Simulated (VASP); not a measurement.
# Na (Pm-3m) in VASP: further runs, part 2 of 2

VASP 6.6.1.

### Step 3. Single point, PBEsol (volume scaled by 0.92)

INCAR reads:

```
SYSTEM = Na
  ALGO = Normal
  EDIFF = 1E-7
  ENCUT = 520
  GGA = PS
  ISIF = 2
  ISMEAR = -1
  LASPH = .True.
  LCHARG = .False.
  LREAL = .False.
  LWAVE = .False.
  NBANDS = 10
  NELM = 100
  PREC = Accurate
  SIGMA = 0.1
```

KPOINTS reads:

```
k-points
0
Gamma
  11 11 11
  0 0 0
```

POSCAR reads:

```
Na
1.0
    3.2954678130      0.0000000000      0.0000000000
    0.0000000000      3.2954678130      0.0000000000
    0.0000000000      0.0000000000      3.2954678130
Na
1
Direct
    0.0000000000      0.0000000000      0.0000000000
```

Potentials or basis: VASP PAW PBE potentials, release 64 (Na_pv).

Launch:

```console
$ cat potpaw_PBE.64/Na_pv/POTCAR > POTCAR
$ mpirun -np 1 vasp_std > vasp.out
```

OUTCAR:

```text
SYSTEM = Na
   EDIFF = 1E-7
   ENCUT = 520
   GGA = PS
   ISIF = 2
   ISMEAR = -1
   LASPH = .True.
   LREAL = .False.
   NELM = 100
   PREC = Accurate

 ion  position               nearest neighbor table
   1  0.000  0.000  0.000-

  LATTYP: Found a simple cubic cell.
 ALAT       =     3.2954678130

  Lattice vectors:

 A1 = (   3.2954678130,   0.0000000000,   0.0000000000)
 A2 = (   0.0000000000,   3.2954678130,   0.0000000000)
 A3 = (   0.0000000000,   0.0000000000,   3.2954678130)

Analysis of symmetry for initial positions (statically):
=====================================================================
 Subroutine PRICEL returns:
 Original cell was already a primitive cell.

 Routine SETGRP: Setting up the symmetry group for a
 simple cubic supercell.

 Subroutine GETGRP returns: Found 48 space group operations
 (whereof 48 operations were pure point group operations)
 out of a pool of 48 trial point group operations.

The static configuration has the point symmetry O_h .

Analysis of symmetry for dynamics (positions and initial velocities):
=====================================================================
[... 156 lines left out ...]
 E-fermi :   0.4062     XC(G=0):  -6.5901

 val. band max:        0.4012630087   @ k =   0.3636   0.2727   0.1818
 cond. band min:       0.5030079647   @ k =   0.4545   0.1818   0.0909
 fundamental gap:      0.1017449560
 Fermi energy:         0.4062077574

 k-point     1 :       0.0000    0.0000    0.0000
  band No.  band energies     occupation
      1     -24.5233      2.00000
      2     -24.5233      2.00000
      3     -24.5233      2.00000
      4      -2.9332      2.00000
      5       9.0789      0.00000
      6       9.0789      0.00000
      7      10.6127      0.00000
      8      10.6127      0.00000
      9      10.6127      0.00000
     10      13.7916      0.00000
[... 287 lines left out ...]
 k-point    24 :       0.2727    0.0909    0.0909
  band No.  band energies     occupation
      1     -24.5603      2.00000
      2     -24.5250      2.00000
      3     -24.5245      2.00000
      4      -1.6432      2.00000
      5       4.4396      0.00000
      6       8.5773      0.00000
      7       9.9698      0.00000
      8      13.0848      0.00000
      9      14.5811      0.00000
     10      14.9367      0.00000

 [... further k-points ...]
[... 5 lines left out ...]
  --------------------------------------------------------------------------------------
  -------------------------------------------------------------------------------------
  Total        0.1402720      0.1402720      0.1402720      0.0000000      0.0000000     -0.0000000
  in kB        6.2795761      6.2795761      6.2795761      0.0000000      0.0000000     -0.0000000
  external PRESSURE =       6.2795761 kB  Pullay stress =       0.0000000 kB

 VOLUME and BASIS-vectors are now :
 -----------------------------------------------------------------------------
  energy-cutoff  :      520.00
  volume of cell :       35.79
      direct lattice vectors                 reciprocal lattice vectors
     3.295467813  0.000000000  0.000000000     0.303447054  0.000000000  0.000000000
     0.000000000  3.295467813  0.000000000     0.000000000  0.303447054  0.000000000
     0.000000000  0.000000000  3.295467813     0.000000000  0.000000000  0.303447054

 POSITION                                       TOTAL-FORCE (eV/Angst)
 -----------------------------------------------------------------------------------
      0.00000      0.00000      0.00000         0.000000      0.000000      0.000000
 -----------------------------------------------------------------------------------
    total drift:                               -0.000000     -0.000000     -0.000000

  FREE ENERGIE OF THE ION-ELECTRON SYSTEM (eV)
  ---------------------------------------------------
  free  energy   TOTEN  =        -1.2801107675 eV

  energy  without entropy=       -1.2639665877  energy(sigma->0) =       -1.27203868
```

OSZICAR:

```text
N       E                     dE             d eps       ncg     rms          rms(c)
DAV:   1     0.305414925967E+02    0.30541E+02   -0.37543E+03  1124   0.571E+02
DAV:   2    -0.640324916814E+00   -0.31182E+02   -0.30999E+02  1150   0.154E+02
DAV:   3    -0.128023123867E+01   -0.63991E+00   -0.63954E+00  1364   0.242E+01
DAV:   4    -0.128511101536E+01   -0.48798E-02   -0.48794E-02  1340   0.206E+00
DAV:   5    -0.128518240158E+01   -0.71386E-04   -0.71385E-04  1264   0.242E-01    0.274E-01
DAV:   6    -0.128185495650E+01    0.33274E-02   -0.34469E-03  1374   0.841E-01    0.166E-01
DAV:   7    -0.128021538770E+01    0.16396E-02   -0.35266E-03  1470   0.743E-01    0.497E-02
DAV:   8    -0.128011007020E+01    0.10532E-03   -0.29110E-04  1260   0.293E-01    0.299E-03
DAV:   9    -0.128011062421E+01   -0.55401E-06   -0.10504E-06  1258   0.108E-02    0.153E-03
DAV:  10    -0.128011077323E+01   -0.14901E-06   -0.11664E-07  1226   0.318E-03    0.163E-04
DAV:  11    -0.128011076751E+01    0.57177E-08   -0.10233E-09   662   0.395E-04
   1 F= -.12801108E+01 E0= -.12720387E+01  d E =-.161442E-01
```

Wall time 6.3 s (1 thread of Intel Xeon 6975P-C (Granite Rapids), shared host); peak memory 0.15 GiB.

What came out:

| Property | Result |
| --- | --- |
| Free energy | -1.2801 eV |
| Pressure | 0.6 GPa |

Levels at points of the mesh, in eV from the Fermi level:
```csv
k point,band 1,band 2,band 3,band 4,band 5,band 6,band 7,band 8,band 9
"(0.00, 0.00, 0.00)",-24.93,-24.93,-24.93,-3.34,8.67,8.67,10.21,10.21,10.21
```

Caveat: the PAW data sets were made with another functional, which shifts forces and pressure a little.

### Step 4. Single point, PBEsol (volume scaled by 0.96)

INCAR reads:

```
SYSTEM = Na
PREC     = Accurate       ! precision mode
ENCUT    = 520            ! plane-wave cutoff, eV
EDIFF    = 1E-7           ! SCF threshold, eV
ISMEAR   = -1             ! smearing method
SIGMA    = 0.1            ! smearing width, eV
LREAL    = .False.        ! projectors in reciprocal space
LASPH    = .True.         ! aspherical terms in the spheres
NELM     = 100            ! most SCF steps
ALGO     = Normal         ! electronic algorithm
ISIF     = 2              ! what is computed and relaxed
LWAVE    = .False.        ! write WAVECAR
LCHARG   = .False.        ! write CHGCAR
GGA      = PS             ! functional
NBANDS   = 10             ! bands
```

KPOINTS reads:

```
regular mesh
0
Gamma
  11 11 11
  0 0 0
```

POSCAR reads:

```
Na
1.0
    3.3425522860      0.0000000000      0.0000000000
    0.0000000000      3.3425522860      0.0000000000
    0.0000000000      0.0000000000      3.3425522860
Na
1
Direct
    0.0000000000      0.0000000000      0.0000000000
```

Launch:

```console
$ cat potpaw_PBE.64/Na_pv/POTCAR > POTCAR
$ mpirun -np 1 vasp_std > vasp.out
```

Wall time 6.2 s (1 thread of Intel Xeon 6975P-C (Granite Rapids), shared host); peak memory 0.14 GiB.

Results (log left out):

| Property | Result |
| --- | --- |
| Free energy | -1.2846 eV |
| Pressure | 0.3 GPa |

Levels at points of the mesh, in eV from the Fermi level:
| k point | band 1 | band 2 | band 3 | band 4 | band 5 | band 6 | band 7 | band 8 |
| --- | --- | --- | --- | --- | --- | --- | --- | --- |
| (0.00, 0.00, 0.00) | -24.95 | -24.95 | -24.95 | -3.25 | 8.49 | 8.49 | 9.91 | 9.91 |

Caveat: the PAW data sets were made with another functional, which shifts forces and pressure a little.

### Step 5. The runs side by side

| cell | gap on the mesh (eV) | pressure (GPa) |
| --- | --- | --- |
| a = 3.247 Å, 1 atom | none | 1.0 |
| a = 3.295 Å, 1 atom | none | 0.6 |
| a = 3.343 Å, 1 atom | none | 0.3 |

Alike in all rows: task single point; level PBEsol; potentials or basis VASP PAW PBE potentials, release 64 (Na_pv); no spin polarisation; k mesh 11 × 11 × 11; cutoff (eV) 520; smearing fermi-dirac 0.1 eV.

Caveats: the PAW data sets were made with another functional, which shifts forces and pressure a little.

Total energies depend on the potentials used, so only differences within one code and one set of settings carry meaning.
